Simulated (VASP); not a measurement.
# CaSe (Fm-3m) in VASP: further runs, part 2 of 2

VASP 6.6.1.

### Step 3. Single point, r2SCAN

Contents of POSCAR:

```
CaSe
1.0
    0.0000000000      2.9940910000      2.9940910000
    2.9940910000      0.0000000000      2.9940910000
    2.9940910000      2.9940910000      0.0000000000
Ca Se
1 1
Direct
    0.0000000000      0.0000000000      0.0000000000
    0.5000000000      0.5000000000      0.5000000000
```

Contents of INCAR.step1:

```
SYSTEM = CaSe
PREC = Accurate
ENCUT = 520
ISMEAR = -1
SIGMA = 0.0192
LREAL = .False.
LASPH = .True.
NELM = 100
NBANDS = 15
GGA = PE
ALGO = Normal
EDIFF = 1E-4
LWAVE = .True.
LCHARG = .False.
```

Contents of INCAR.step2:

```
SYSTEM = CaSe
PREC = Accurate
ENCUT = 520
EDIFF = 1E-7
ISMEAR = -1
SIGMA = 0.0192
LREAL = .False.
LASPH = .True.
NELM = 100
ALGO = Normal
ISIF = 2
LWAVE = .False.
LCHARG = .True.
METAGGA = R2SCAN
LMIXTAU = .True.
LELF = .True.
LVHAR = .True.
NBANDS = 15
ISTART = 1
```

Contents of KPOINTS:

```
Automatic mesh
0
Gamma
  5 5 5
  0 0 0
```

Potentials or basis: VASP PAW PBE potentials, release 64 (Ca_sv, Se).

Run with:

```bash
$ cat potpaw_PBE.64/Ca_sv/POTCAR potpaw_PBE.64/Se/POTCAR > POTCAR
$ cp INCAR.step1 INCAR
$ mpirun -np 1 vasp_std > vasp.out
$ cp INCAR.step2 INCAR
$ mpirun -np 1 vasp_std > vasp.out
```

OUTCAR:

```text
SYSTEM = CaSe
   PREC = Accurate
   ENCUT = 520
   EDIFF = 1E-7
   ISMEAR = -1
   LREAL = .False.
   LASPH = .True.
   NELM = 100
   ISIF = 2
   METAGGA = R2SCAN
   ISTART = 1

 ion  position               nearest neighbor table
   1  0.000  0.000  0.000-
   2  0.500  0.500  0.500-

  LATTYP: Found a face centered cubic cell.
 ALAT       =     5.9881820000

  Lattice vectors:

 A1 = (   0.0000000000,   2.9940910000,   2.9940910000)
 A2 = (   2.9940910000,   0.0000000000,   2.9940910000)
 A3 = (   2.9940910000,   2.9940910000,   0.0000000000)

Analysis of symmetry for initial positions (statically):
=====================================================================
 Subroutine PRICEL returns:
 Original cell was already a primitive cell.

 Routine SETGRP: Setting up the symmetry group for a
 face centered cubic supercell.

 Subroutine GETGRP returns: Found 48 space group operations
 (whereof 48 operations were pure point group operations)
 out of a pool of 48 trial point group operations.

The static configuration has the point symmetry O_h .

Analysis of symmetry for dynamics (positions and initial velocities):
=====================================================================
 Subroutine PRICEL returns:
 Original cell was already a primitive cell.

 Routine SETGRP: Setting up the symmetry group for a
 face centered cubic supercell.

 Subroutine GETGRP returns: Found 48 space group operations
 (whereof 48 operations were pure point group operations)
 out of a pool of 48 trial point group operations.

The dynamic configuration has the point symmetry O_h .

 Subroutine INISYM returns: Found 48 space group operations
 (whereof 48 operations are pure point group operations),
 and found     1 'primitive' translations

----------------------------------------------------------------------------------------

                                     Primitive cell

  volume of cell :      53.6815

  direct lattice vectors                    reciprocal lattice vectors
     0.000000000  2.994091000  2.994091000    -0.166995592  0.166995592  0.166995592
     2.994091000  0.000000000  2.994091000     0.166995592 -0.166995592  0.166995592
     2.994091000  2.994091000  0.000000000     0.166995592  0.166995592 -0.166995592

  length of vectors
     4.234284099  4.234284099  4.234284099     0.289244851  0.289244851  0.289244851

  position of ions in fractional coordinates (direct lattice)
     0.000000000  0.000000000  0.000000000
     0.500000000  0.500000000  0.500000000

  ion indices of the primitive-cell ions
   primitive index   ion index
                 1           1
                 2           2

----------------------------------------------------------------------------------------

 KPOINTS: Automatic mesh

Automatic generation of k-mesh.
 Grid dimensions read from file:
 generate k-points for:    5    5    5

 Generating k-lattice:
[... 20 lines left out ...]
  0.200000  0.000000  0.000000      8.000000
  0.400000  0.000000  0.000000      8.000000
  0.200000  0.200000  0.000000      6.000000
  0.400000  0.200000  0.000000     24.000000
 -0.400000  0.200000  0.000000     24.000000
 -0.200000  0.200000  0.000000     12.000000
  0.400000  0.400000  0.000000      6.000000
 -0.400000  0.400000  0.000000     12.000000
 -0.400000  0.400000  0.200000     24.000000
   k-points           NKPTS =     10   k-points in BZ     NKDIM =     10   number of bands    NBANDS=     15
   number of dos      NEDOS =    301   number of ions     NIONS =      2
   total plane-waves  NPLWV =  32768
   dimension x,y,z NGX =    32 NGY =   32 NGZ =   32
   dimension x,y,z NGXF=    64 NGYF=   64 NGZF=   64
   ions per type =               1   1
   NGX,Y,Z   is equivalent  to a cutoff of  12.56, 12.56, 12.56 a.u.
   NGXF,Y,Z  is equivalent  to a cutoff of  25.13, 25.13, 25.13 a.u.
 SYSTEM =  CaSe
   PREC   = accura    normal or accurate (medium, high low for compatibility)
   ISTART =      1    job   : 0-new  1-cont  2-samecut
   ICHARG =      0    charge: 1-file 2-atom 10-const
   ISPIN  =      1    spin polarized calculation?
   LNONCOLLINEAR =      F non collinear calculations
   LSORBIT =      F    spin-orbit coupling
   LASPH  =      T    aspherical Exc in radial PAW
   ENCUT  =  520.0 eV  38.22 Ry    6.18 a.u.   7.87  7.87  7.87*2*pi/ulx,y,z
   NELM   =    100;   NELMIN=  2; NELMDL=  0     # of ELM steps
   EDIFF  = 0.1E-06   stopping-criterion for ELM
   LREAL  =      F    real-space projection
   EDIFFG = 0.1E-05   stopping-criterion for IOM
   NSW    =      0    number of steps for IOM
   IBRION =     -1    ionic relax: 0-MD 1-quasi-New 2-CG
   NFREE  =      0    steps in history (QN), initial steepest desc. (CG)
   ISIF   =      2    stress and relaxation
   ISYM   =      2    0-nonsym 1-usesym 2-fastsym
   POTIM  = 0.5000    time-step for ionic-motion
   TEBEG  =    0.0;   TEEND  =   0.0 temperature during run
   PSTRESS=    0.0 pullay stress
   NELECT =      16.0000    total number of electrons
   NUPDOWN=      -1.0000    fix difference up-down
   EMIN   =  10.00;   EMAX   =-10.00  energy-range for DOS
   EFERMI =   0.00;   METHOD = LEGACY
   ISMEAR =    -1;   SIGMA  =   0.02  broadening in eV -4-tet -1-fermi 0-gaus
   EFERMI_NEDOS =   21; number of points for ismear=-14 and -15
   IALGO  =     38    algorithm
   IMIX   =      4    mixing-type and parameters
     AMIX     =   0.40;   BMIX     =  1.00
     AMIX_MAG =   1.60;   BMIX_MAG =  1.00
  volume/ion in A,a.u.               =      26.84       181.13
  Fermi-wavevector in a.u.,A,eV,Ry     =   1.093553  2.066515 16.270638  1.195858
  Thomas-Fermi vector in A             =   2.229841
   LORBIT       =      0    0 simple, 1 ext, 2 COOP (PROOUT), +10 PAW based schemes
   METAGGA = R2SCAN    functional components
   LHFCALC =     F    Hartree Fock is set to
   AEXX    =    0.0000 exact exchange contribution
   IVDW    =     0    specifies the selected vdW correction
   LEPSILON=     F    determine dielectric tensor
   LRPA    =     F    only Hartree local field effects (RPA)
 non-spin polarized calculation
  energy-cutoff  :      520.00
  volume of cell :       53.68
 maximum number of plane-waves:      1459
   NGX = 15   NGY = 15   NGZ = 15

 number of electron      15.9999997 magnetization

 Free energy of the ion-electron system (eV)
  ---------------------------------------------------
  ext. energy  EPLUGINS =         0.00000000
  ---------------------------------------------------
  free energy    TOTEN  =       -25.97307524 eV

  energy without entropy =      -25.97307524  energy(sigma->0) =      -25.97307524

 E-fermi :   2.4900     XC(G=0):  -9.4159

 val. band max:        1.9371146949   @ k =   0.0000   0.0000   0.0000
 cond. band min:       4.6313035832   @ k =   0.4000   0.4000   0.0000
 fundamental gap:      2.6941888883
 Fermi energy:         2.4900292432

 k-point     1 :       0.0000    0.0000    0.0000
  band No.  band energies     occupation
      1     -39.4807      2.00000
      2     -19.5849      2.00000
      3     -19.5849      2.00000
      4     -19.5848      2.00000
      5     -10.1291      2.00000
      6       1.9371      2.00000
      7       1.9371      2.00000
      8       1.9371      2.00000
      9       5.8622      0.00000
     10       6.1712      0.00000
     11       6.1712      0.00000
     12       6.1712      0.00000
     13       6.7353      0.00000
     14       6.7353      0.00000
[... 149 lines left out ...]
      2     -19.6471      2.00000
      3     -19.6239      2.00000
      4     -19.6078      2.00000
      5      -9.5054      2.00000
      6      -0.3974      2.00000
      7       0.3351      2.00000
      8       0.6189      2.00000
      9       6.2731      0.00000
     10       7.4892      0.00000
     11       7.7326      0.00000
     12       8.3680      0.00000
     13       8.5702      0.00000
     14      10.0160      0.00000
     15      11.1043      0.00000

------------------------ aborting loop because EDIFF is reached ----------------------------------------

  FORCE on cell =-STRESS in cart. coord.  units (eV):
  Direction    XX          YY          ZZ          XY          YZ          ZX
  --------------------------------------------------------------------------------------
  -------------------------------------------------------------------------------------
  Total       -0.3645310     -0.3645310     -0.3645310     -0.0000000      0.0000000      0.0000000
  in kB      -10.8797796    -10.8797796    -10.8797796     -0.0000000      0.0000000      0.0000000
  external PRESSURE =     -10.8797796 kB  Pullay stress =       0.0000000 kB

 VOLUME and BASIS-vectors are now :
 -----------------------------------------------------------------------------
  energy-cutoff  :      520.00
  volume of cell :       53.68
      direct lattice vectors                 reciprocal lattice vectors
     0.000000000  2.994091000  2.994091000    -0.166995592  0.166995592  0.166995592
     2.994091000  0.000000000  2.994091000     0.166995592 -0.166995592  0.166995592
     2.994091000  2.994091000  0.000000000     0.166995592  0.166995592 -0.166995592

 POSITION                                       TOTAL-FORCE (eV/Angst)
 -----------------------------------------------------------------------------------
      0.00000      0.00000      0.00000         0.000000      0.000000      0.000000
      2.99409      2.99409      2.99409        -0.000000     -0.000000      0.000000
 -----------------------------------------------------------------------------------
    total drift:                                0.000000     -0.000000     -0.000000

  FREE ENERGIE OF THE ION-ELECTRON SYSTEM (eV)
  ---------------------------------------------------
  free  energy   TOTEN  =       -25.9730752436 eV

  energy  without entropy=      -25.9730752436  energy(sigma->0) =      -25.97307524
```

Run time: 58 s. Hardware: 1 thread of Intel Xeon Platinum 8259CL at 2.50GHz (Skylake/Cascade Lake), shared host; peak memory 0.19 GiB.

Results:

```yaml
Free_energy: -25.9731 eV
Pressure: -1.1 GPa
Band_gap_on_the_k_mesh: 2.69 eV (least direct gap 3.56 eV)
```

Levels at points of the mesh, in eV from the valence-band top:
| k point | band 6 | band 7 | band 8 | band 9 | band 10 | band 11 |
| --- | --- | --- | --- | --- | --- | --- |
| (0.00, 0.00, 0.00) | 0.00 | 0.00 | 0.00 | 3.93 | 4.23 | 4.23 |

Caveat: the PAW data sets were made with another functional, which shifts forces and pressure a little; an odd mesh through Γ misses points on the zone boundary, where band edges can lie.
